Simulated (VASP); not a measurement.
A run of VASP 6.6.1:

File INCAR:

```
  PREC = Accurate
  ENCUT = 520
  EDIFF = 1E-6
  ISMEAR = -1
  SIGMA = 0.05
  LREAL = F
  LASPH = T
  NELM = 60
  ALGO = Normal
  ISIF = 2
  LWAVE = F
  LCHARG = T
  GGA = PE
  IVDW = 13
  LELF = T
  LVHAR = T
  NBANDS = 56
```

Contents of KPOINTS:

```
Automatic mesh
0
Gamma
  5 5 5
```

The input POSCAR:

```
HfO2
1.0
    5.1518950275      0.0000000000      0.0000000000
    0.0000000000      5.2200433850      0.0000000000
   -0.8643497359      0.0000000000      5.2483970684
Hf O
4 8
Direct
    0.2755000000      0.4603000000      0.7080000000
    0.7245000000      0.9603000000      0.7920000000
    0.7245000000      0.5397000000      0.2920000000
    0.2755000000      0.0397000000      0.2080000000
    0.0742000000      0.1684000000      0.8467000000
    0.9258000000      0.6684000000      0.6533000000
    0.9258000000      0.8316000000      0.1533000000
    0.0742000000      0.3316000000      0.3467000000
    0.4487000000      0.7419000000      0.9801000000
    0.5513000000      0.2419000000      0.5199000000
    0.5513000000      0.2581000000      0.0199000000
    0.4487000000      0.7581000000      0.4801000000
```

Potentials or basis: VASP PAW PBE potentials, release 64 (Hf_pv, O).

The run is started by

```sh
$ cat potpaw_PBE.64/Hf_pv/POTCAR potpaw_PBE.64/O/POTCAR > POTCAR
$ mpirun -np 1 vasp_std > vasp.out
```

Hardware: 1 thread of Intel(R) Xeon(R) Platinum 8488C (Sapphire Rapids), with other jobs on the host.

Problem. How long does it take, and how much memory?

Solution. Wall time 3.9 min on 1 thread of Intel(R) Xeon(R) Platinum 8488C (Sapphire Rapids) (shared host), peak memory 0.38 GiB. Counts: scf iterations 16, k points 39.
